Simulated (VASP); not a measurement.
# Sb (P6_3/mmc) in VASP: a series of runs

Sb is run at these levels: PBEsol; tasks: single point, relaxation of cell and atoms.

All numbers are computed with VASP 6.6.1; they aren't measurements. Logs are shortened: lines on timing, memory, paths and dates and some standing lists are left out, and cuts for length are marked.

## 1. The cell of the first run

The structure is hexagonal, space group P6_3/mmc (No. 194). The conventional cell has a = 3.310 Å, b = 3.310 Å, c = 11.032 Å, α = 90.00°, β = 90.00°, γ = 120.00°. Sb (site symmetry -3m) has 12 Sb at 3.31 to 3.36 Å within 4.4 Å. Within 4.4 Å of Sb (site symmetry -6m2) lie 12 Sb at 3.31 to 3.36 Å.

This isn't the form of Sb at room conditions, which is rhombohedral.

## 2. Single point, PBEsol

INCAR

```
ALGO     = Normal         # electronic algorithm
EDIFF    = 1E-7           # SCF threshold, eV
ENCUT    = 520            # plane-wave cutoff, eV
GGA      = PS             # functional
ISIF     = 2              # what is computed and relaxed
ISMEAR   = 0              # smearing method
LASPH    = True           # aspherical terms in the spheres
LCHARG   = False          # write CHGCAR
LREAL    = False          # projectors in reciprocal space
LWAVE    = False          # write WAVECAR
NBANDS   = 18             # bands
NELM     = 100            # most SCF steps
PREC     = Accurate       # precision mode
SIGMA    = 0.1            # smearing width, eV
```

KPOINTS

```
k-points
0
Gamma
  18 18 4
```

POSCAR

```
Sb
1.0
    3.3100593392      0.0000000000      0.0000000000
   -1.6550296696      2.8665954758      0.0000000000
    0.0000000000      0.0000000000     11.0315821140
Sb
4
Direct
    0.0000000000      0.0000000000      0.0000000000
    0.0000000000      0.0000000000      0.5000000000
    0.3333333333      0.6666666667      0.7500000000
    0.6666666667      0.3333333333      0.2500000000
```

Potentials or basis: VASP PAW PBE potentials, release 64 (Sb).

Run with:

```
$ cat potpaw_PBE.64/Sb/POTCAR > POTCAR
$ mpirun -np 1 vasp_std > vasp.out
```

OUTCAR:

```text
EDIFF = 1E-7
   ENCUT = 520
   GGA = PS
   ISIF = 2
   ISMEAR = 0
   LASPH = True
   LREAL = False
   NELM = 100
   PREC = Accurate

 ion  position               nearest neighbor table
   1  0.000  0.000  0.000-   3 3.36   4 3.36   4 3.36   3 3.36   4 3.36   3 3.36
   2  0.000  0.000  0.500-   3 3.36   4 3.36   4 3.36   3 3.36   4 3.36   3 3.36
   3  0.333  0.667  0.750-   1 3.36   2 3.36   1 3.36   2 3.36   1 3.36   2 3.36
   4  0.667  0.333  0.250-   1 3.36   2 3.36   1 3.36   2 3.36   1 3.36   2 3.36

  LATTYP: Found a hexagonal cell.
 ALAT       =     3.3100593392
 C/A-ratio  =     3.3327445171

  Lattice vectors:

 A1 = (   3.3100593392,   0.0000000000,   0.0000000000)
 A2 = (  -1.6550296696,   2.8665954758,   0.0000000000)
 A3 = (   0.0000000000,   0.0000000000,  11.0315821140)

Analysis of symmetry for initial positions (statically):
=====================================================================
 Subroutine PRICEL returns:
 Original cell was already a primitive cell.

 Routine SETGRP: Setting up the symmetry group for a
 hexagonal supercell.

 Subroutine GETGRP returns: Found 24 space group operations
 (whereof 12 operations were pure point group operations)
 out of a pool of 24 trial point group operations.

The static configuration has the point symmetry D_3d.
 The point group associated with its full space group is D_6h.

Analysis of symmetry for dynamics (positions and initial velocities):
=====================================================================
 Subroutine PRICEL returns:
 Original cell was already a primitive cell.

 Routine SETGRP: Setting up the symmetry group for a
 hexagonal supercell.

 Subroutine GETGRP returns: Found 24 space group operations
 (whereof 12 operations were pure point group operations)
 out of a pool of 24 trial point group operations.

The dynamic configuration has the point symmetry D_3d.
 The point group associated with its full space group is D_6h.

 Subroutine INISYM returns: Found 24 space group operations
 (whereof 12 operations are pure point group operations),
 and found     1 'primitive' translations

----------------------------------------------------------------------------------------

                                     Primitive cell

  volume of cell :     104.6743

  direct lattice vectors                    reciprocal lattice vectors
[... 87 lines left out ...]
   LSORBIT =      F    spin-orbit coupling
   LASPH  =      T    aspherical Exc in radial PAW
   ENCUT  =  520.0 eV  38.22 Ry    6.18 a.u.   6.15  6.15 20.51*2*pi/ulx,y,z
   NELM   =    100;   NELMIN=  2; NELMDL= -5     # of ELM steps
   EDIFF  = 0.1E-06   stopping-criterion for ELM
   LREAL  =      F    real-space projection
   EDIFFG = 0.1E-05   stopping-criterion for IOM
   NSW    =      0    number of steps for IOM
   IBRION =     -1    ionic relax: 0-MD 1-quasi-New 2-CG
   NFREE  =      0    steps in history (QN), initial steepest desc. (CG)
   ISIF   =      2    stress and relaxation
   ISYM   =      2    0-nonsym 1-usesym 2-fastsym
   POTIM  = 0.5000    time-step for ionic-motion
   TEBEG  =    0.0;   TEEND  =   0.0 temperature during run
   PSTRESS=    0.0 pullay stress
   NELECT =      20.0000    total number of electrons
   NUPDOWN=      -1.0000    fix difference up-down
   EMIN   =  10.00;   EMAX   =-10.00  energy-range for DOS
   EFERMI =   0.00;   METHOD = LEGACY
   ISMEAR =     0;   SIGMA  =   0.10  broadening in eV -4-tet -1-fermi 0-gaus
   EFERMI_NEDOS =   21; number of points for ismear=-14 and -15
   IALGO  =     38    algorithm
   IMIX   =      4    mixing-type and parameters
     AMIX     =   0.40;   BMIX     =  1.00
     AMIX_MAG =   1.60;   BMIX_MAG =  1.00
  volume/ion in A,a.u.               =      26.17       176.59
  Fermi-wavevector in a.u.,A,eV,Ry     =   0.942913  1.781847 12.096728  0.889084
  Thomas-Fermi vector in A             =   2.070569
   LORBIT       =      0    0 simple, 1 ext, 2 COOP (PROOUT), +10 PAW based schemes
   GGA     = PS    functional components
   LHFCALC =     F    Hartree Fock is set to
   AEXX    =    0.0000 exact exchange contribution
   IVDW    =     0    specifies the selected vdW correction
   LEPSILON=     F    determine dielectric tensor
   LRPA    =     F    only Hartree local field effects (RPA)
 non-spin polarized calculation
 Gauss-broadening in eV      SIGMA  =   0.10
  energy-cutoff  :      520.00
  volume of cell :      104.67
 maximum number of plane-waves:      2841
 NGX is ok and might be reduce to    28
   NGX = 13   NGY = 13   NGZ = 41

 number of electron      20.0000001 magnetization

 Free energy of the ion-electron system (eV)
  ---------------------------------------------------
  ext. energy  EPLUGINS =         0.00000000
  ---------------------------------------------------
  free energy    TOTEN  =       -17.32520497 eV

  energy without entropy =      -17.31657317  energy(sigma->0) =      -17.32088907

 E-fermi :   8.7535     XC(G=0): -10.4561

 val. band max:        8.7381430117   @ k =   0.2222   0.1667   0.2500
 cond. band min:       8.7650385538   @ k =   0.4444   0.1111   0.0000
 fundamental gap:      0.0268955421
 Fermi energy:         8.7535380378

 k-point     1 :       0.0000    0.0000    0.0000
  band No.  band energies     occupation
      1      -4.4118      2.00000
      2      -3.2001      2.00000
      3      -3.1953      2.00000
      4      -0.6924      2.00000
      5       2.7134      2.00000
      6       7.7013      2.00000
[... 481 lines left out ...]
      5       3.4457      2.00000
      6       3.7525      2.00000
[... 10 lines left out ...]
     17      14.3814      0.00000
     18      15.1165      0.00000

 [... further k-points ...]
[... 5 lines left out ...]
  --------------------------------------------------------------------------------------
  -------------------------------------------------------------------------------------
  Total       -0.0321270     -0.0321270     -0.0090303     -0.0000000      0.0000000      0.0000000
  in kB       -0.4917460     -0.4917460     -0.1382204     -0.0000000      0.0000000      0.0000000
  external PRESSURE =      -0.3739042 kB  Pullay stress =       0.0000000 kB

 VOLUME and BASIS-vectors are now :
 -----------------------------------------------------------------------------
  energy-cutoff  :      520.00
  volume of cell :      104.67
      direct lattice vectors                 reciprocal lattice vectors
     3.310059339  0.000000000  0.000000000     0.302109388  0.174422936  0.000000000
    -1.655029670  2.866595476  0.000000000     0.000000000  0.348845873  0.000000000
     0.000000000  0.000000000 11.031582114     0.000000000  0.000000000  0.090648829

 POSITION                                       TOTAL-FORCE (eV/Angst)
 -----------------------------------------------------------------------------------
      0.00000      0.00000      0.00000        -0.000000      0.000000      0.000000
      0.00000      0.00000      5.51579         0.000000      0.000000      0.000000
     -0.00000      1.91106      8.27369         0.000000     -0.000000     -0.000000
      1.65503      0.95553      2.75790        -0.000000      0.000000      0.000000
 -----------------------------------------------------------------------------------
    total drift:                               -0.000000     -0.000000      0.000000

  FREE ENERGIE OF THE ION-ELECTRON SYSTEM (eV)
  ---------------------------------------------------
  free  energy   TOTEN  =       -17.3252049681 eV

  energy  without entropy=      -17.3165731698  energy(sigma->0) =      -17.32088907
```

stdout:

```text
POSCAR found type information on POSCAR Sb
 POSCAR found :  1 types and       4 ions
 scaLAPACK will be used
 -----------------------------------------------------------------------------
|                                                                             |
|                                                                             |
|     You enforced a specific xc type in the INCAR file but a different       |
|     I HOPE YOU KNOW WHAT YOU ARE DOING!                                     |
|                                                                             |
 -----------------------------------------------------------------------------

 LDA part: xc-table for (Slater+PW92), standard interpolation
 POSCAR, INCAR and KPOINTS ok, starting setup
 FFT: planning ... GRIDC
 FFT: planning ... GRID_SOFT
 FFT: planning ... GRID
 WAVECAR not read
 entering main loop
```

Wall time 84 s (1 thread of Intel Xeon 6975P-C (Granite Rapids), shared host); peak memory 0.33 GiB.

What came out:

```yaml
Free_energy: -17.3252 eV
Pressure: 0.0 GPa
Band_gap_on_the_k_mesh: zero (bands 10 and 11 overlap by 7.35 eV)
```

Caveat: the PAW data sets were made with another functional, which shifts forces and pressure a little; spin-orbit coupling is left out, which moves the levels of the heavy elements.

## 3. Relaxation of cell and atoms, PBEsol

INCAR

```
  PREC = Accurate
  ENCUT = 600
  EDIFF = 1E-6
  ISMEAR = 0
  SIGMA = 0.1
  LREAL = False
  LASPH = True
  NELM = 100
  ALGO = Normal
  ISIF = 3
  LWAVE = False
  LCHARG = False
  GGA = PS
  IBRION = 2
  NSW = 100
  EDIFFG = -0.01
```

KPOINTS

```
regular mesh
0
Gamma
  18 18 4
```

POSCAR

```
Sb
1.0
    3.2931872532      0.0000000000      0.0000000000
   -1.6465936266      2.8519838207      0.0000000000
    0.0000000000      0.0000000000     11.1486660500
Sb
4
Direct
    0.0000000000      0.0000000000      0.0000000000
    0.0000000000      0.0000000000      0.5000000000
    0.3333333333      0.6666666667      0.7500000000
    0.6666666667      0.3333333333      0.2500000000
```

Potentials or basis: VASP PAW PBE potentials, release 64 (Sb).

Run with:

```
$ cat potpaw_PBE.64/Sb/POTCAR > POTCAR
$ mpirun -np 1 vasp_std > vasp.out
```

Wall time 2.5 min (1 thread of Intel Xeon 6975P-C (Granite Rapids), shared host); peak memory 0.37 GiB.

The run converged. Its results:

| Item | Value |
| --- | --- |
| Free energy | -17.3253 eV |
| Relaxed volume | 26.17 Å³/atom |
| Relaxed cell | a = 3.310 Å, b = 3.310 Å, c = 11.035 Å, α = 90.00°, β = 90.00°, γ = 120.00° |
| Space group after relaxing (to 0.1 Å) | P6_3/mmc (No. 194) |
| Energy gained by relaxing | 1.1 meV/atom |
| Ionic steps | 4 |
| Pressure after relaxing | 0.0 GPa |

The path:
```
step  energy change (eV)  largest force (eV/Å)  pressure (GPa)  volume (Å³)
   1              0.0000                0.0000           -0.01       104.71
   2             -0.0039                0.0000           -0.03       104.68
   3             -0.0044                0.0000           -0.03       104.67
   4             -0.0044                0.0000           -0.03       104.67
```

Final structure:
```
Sb
1.0
     3.30950    0.00000    0.00000
    -1.65475    2.86611    0.00000
     0.00000    0.00000   11.03458
Sb
4
Cartesian
  3.3095 0.0000 0.0000
  3.3095 0.0000 5.5173
  0.0000 1.9107 8.2759
  1.6548 0.9554 2.7586
```

Levels at points of the mesh, in eV from the Fermi level:
| k point | band 6 | band 7 | band 8 | band 9 | band 10 | band 11 | band 12 | band 13 | band 14 |
| --- | --- | --- | --- | --- | --- | --- | --- | --- | --- |
| (0.00, 0.00, 0.00) | -1.06 | -1.05 | 3.98 | 3.98 | 4.67 | 4.67 | 4.74 | 4.74 | 5.26 |
| (0.50, 0.00, 0.00) | -5.55 | -4.03 | -3.59 | -1.85 | -1.03 | 0.55 | 1.75 | 1.76 | 1.77 |
| (0.00, 0.00, 0.50) | -4.31 | 2.70 | 2.70 | 4.18 | 4.18 | 4.18 | 4.18 | 5.31 | 5.31 |
| (0.50, 0.00, 0.50) | -5.23 | -4.58 | -4.58 | -0.45 | -0.45 | 0.87 | 0.87 | 1.07 | 1.07 |

Caveat: the highest band is partly filled, so the run has too few bands; the PAW data sets were made with another functional, which shifts forces and pressure a little; spin-orbit coupling is left out, which moves the levels of the heavy elements.

## 4. Relaxation of cell and atoms, PBEsol

This run uses another cell than the first one, of 30.42 Å³/atom.

INCAR

```
SYSTEM = Sb
ALGO = Normal
EDIFF = 1E-7
EDIFFG = -0.04
ENCUT = 600
GGA = PS
IBRION = 2
ISIF = 3
ISMEAR = 0
LASPH = .True.
LCHARG = .False.
LREAL = .False.
LWAVE = .False.
NELM = 80
NSW = 90
PREC = Accurate
SIGMA = 0.1
```

KPOINTS

```
k-points
0
Gamma
  6 6 4
  0 0 0
```

POSCAR

```
Sb
1.0
    4.3996000742      0.0000000000      0.0000000000
   -2.1998000371      3.8101654308      0.0000000000
    0.0000000000      0.0000000000      7.2593401225
Sb
4
Direct
    0.3333333333      0.6666666667      0.4375000000
    0.6666666667      0.3333333333      0.9375000000
    0.6666666667      0.3333333333      0.5625000000
    0.3333333333      0.6666666667      0.0625000000
```

Run with:

```
$ cat potpaw_PBE.64/Sb/POTCAR > POTCAR
$ mpirun -np 1 vasp_std > vasp.out
```

Run time: 17 min. Hardware: 1 thread of AMD EPYC 7R43 (Zen 3), shared host; peak memory 0.25 GiB.

It converged, with:

```yaml
Free_energy: -17.4251 eV
Relaxed_volume: 36.41 Å³/atom
Relaxed_cell: a = 5.180 Å, b = 5.180 Å, c = 6.269 Å, α = 90.00°, β = 90.00°, γ = 120.00°
Space_group_after_relaxing_to_0.1_Å: P6_3/mmc (No. 194)
Energy_gained_by_relaxing: 622.1 meV/atom
Ionic_steps: 22
Pressure_after_relaxing: 0.1 GPa
Largest_force_after_relaxing: 0.024 eV/Å
Band_gap_on_the_k_mesh: zero (bands 10 and 11 overlap by 0.47 eV)
```

Forces on the atoms (eV/Å):
```
Sb   0.000  0.000  0.024
Sb   0.000  0.000  0.024
Sb   0.000  0.000 -0.024
Sb   0.000  0.000 -0.024
```

Stress tensor (GPa, compression positive):
```
 0.11  0.00  0.00
 0.00  0.11  0.00
 0.00  0.00 -0.05
```

The path:
| step | energy change (eV) | largest force (eV/Å) | pressure (GPa) | volume (Å³) |
| --- | --- | --- | --- | --- |
| 1 | 0.0000 | 0.3662 | 19.73 | 121.69 |
| 2 | -1.3643 | 0.0430 | -4.91 | 200.27 |
| 3 | -2.0403 | 0.0007 | -0.11 | 163.71 |
| 4 | -2.0401 | 0.0015 | 0.11 | 162.79 |
| 5 | -2.0498 | 0.1089 | 0.16 | 162.71 |
| 6 | -2.0573 | 0.3270 | 0.29 | 162.52 |
| 7 | -2.0634 | 0.3388 | 0.20 | 162.92 |
| 8 | -2.0809 | 0.3760 | -0.08 | 164.07 |
| 9 | -2.1098 | 0.4507 | -0.63 | 166.28 |
| 10 | -2.1210 | 0.5882 | -1.72 | 170.23 |
| 11 | -2.1238 | 0.5379 | -1.19 | 168.42 |
| 12 | -2.1301 | 0.5305 | -1.23 | 168.40 |
| 13 | -2.1481 | 0.5099 | -1.35 | 168.31 |
| 14 | -2.1795 | 0.4752 | -1.63 | 168.05 |
| 15 | -2.2233 | 0.4202 | -2.25 | 167.27 |
| 16 | -2.2921 | 0.3757 | -2.00 | 163.62 |
| 17 | -2.4222 | 0.3368 | -0.74 | 152.88 |
| 18 | -2.4238 | 0.3408 | -0.03 | 148.78 |
| 19 | -2.4807 | 0.1199 | 0.06 | 146.46 |
| 20 | -2.4879 | 0.0415 | 0.21 | 145.26 |
| 21 | -2.4879 | 0.0380 | 0.22 | 145.19 |
| 22 | -2.4885 | 0.0242 | 0.05 | 145.65 |

Final structure:
```
CELL_PARAMETERS angstrom
5.17954 0.00000 0.00000
-2.58977 4.48562 0.00000
0.00000 0.00000 6.26908
ATOMIC_POSITIONS crystal
Sb 0.33333 0.66667 0.48318
Sb 0.66667 0.33333 0.98318
Sb 0.66667 0.33333 0.51682
Sb 0.33333 0.66667 0.01682
```

Levels at points of the mesh, in eV from the Fermi level:
```
           k point  band 7  band 8  band 9  band 10  band 11  band 12  band 13  band 14
(0.00, 0.00, 0.00)   -3.79   -1.98   -1.88    -1.88    -0.20    -0.20     2.09     3.18
(0.50, 0.00, 0.00)   -3.57   -2.72   -2.56    -0.47     1.65     2.27     3.63     3.87
(0.00, 0.00, 0.50)   -3.02   -3.02   -1.97    -1.97     0.70     0.70     0.70     0.70
(0.50, 0.00, 0.50)   -2.16   -2.16   -1.10    -1.10     0.34     0.34     2.63     2.63
```

Caveat: the volume moved by over 15 % at a fixed basis, so the end points are rough; the PAW data sets were made with another functional, which shifts forces and pressure a little; spin-orbit coupling is left out, which moves the levels of the heavy elements.

(Continued in part 2 of 2.)

The gap in the log of VASP goes by the Fermi energy; the results here count the filled bands.